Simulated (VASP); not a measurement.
Here is a VASP 6.6.1 calculation.

INCAR

```
  PREC = Accurate
  ENCUT = 520
  EDIFF = 1E-6
  ISMEAR = 0
  SIGMA = 0.15
  LREAL = F
  LASPH = T
  NELM = 100
  ALGO = Fast
  ISIF = 2
  LWAVE = F
  LCHARG = F
  GGA = PE
  NBANDS = 17
```

File KPOINTS:

```
regular mesh
0
Gamma
  15 15 8
```

The input POSCAR:

```
Sr
1.0
    4.3100002207      0.0000000000      0.0000000000
   -2.1550001104      3.7325696814      0.0000000000
    0.0000000000      0.0000000000      7.0500000000
Sr
2
Direct
    0.3333333333      0.6666666667      0.2500000000
    0.6666666667      0.3333333333      0.7500000000
```

Potentials or basis: VASP PAW PBE potentials, release 64 (Sr_sv).

The run is started by

```console
$ cat potpaw_PBE.64/Sr_sv/POTCAR > POTCAR
$ mpirun -np 1 vasp_std > vasp.out
```

**Question.** Predict the pressure.

**Answer.** -0.3 GPa.

**Question.** What does it give for the band gap on the k mesh?

**Answer.** Zero (bands 10 and 11 overlap by 0.25 eV).
